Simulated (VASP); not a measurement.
Runs of VASP 6.6.1 on RbCl. The structure is that of space group Fm-3m (No. 225), or close to it. The cells are those of the table. 

| level | cell | cutoff (eV) | gap on the mesh (eV) | pressure (GPa) |
| --- | --- | --- | --- | --- |
| PBE | a = 4.736 Å, angles 60.0°, 2 atoms | 500 | 4.83 | (a) |
| r2SCAN | a = 4.767 Å, angles 60.0°, 2 atoms | 550 | 5.38 | -0.8 |
| r2SCAN | a = 4.580 Å, angles 60.0°, 2 atoms | 550 | 5.76 | 1.3 |
| r2SCAN | a = 4.628 Å, angles 60.0°, 2 atoms | 550 | 5.66 | 0.6 |
| PBE | a = 4.640 Å, angles 60.0°, 2 atoms | 500 | (b) | (c) |

Alike in all rows: task single point; potentials or basis VASP PAW PBE potentials, release 64 (Rb_sv, Cl); no spin polarisation; k mesh 6 × 6 × 6; smearing gaussian 0.01 eV.

Problem. Estimate the missing entries.

Solution. (a) 0.0; (b) 5.03; (c) 1.0.

Caveats: the PAW data sets were made with another functional, which shifts forces and pressure a little (some runs).

A k mesh can miss the band edges, and the runs leave out spin-orbit coupling on Rb.
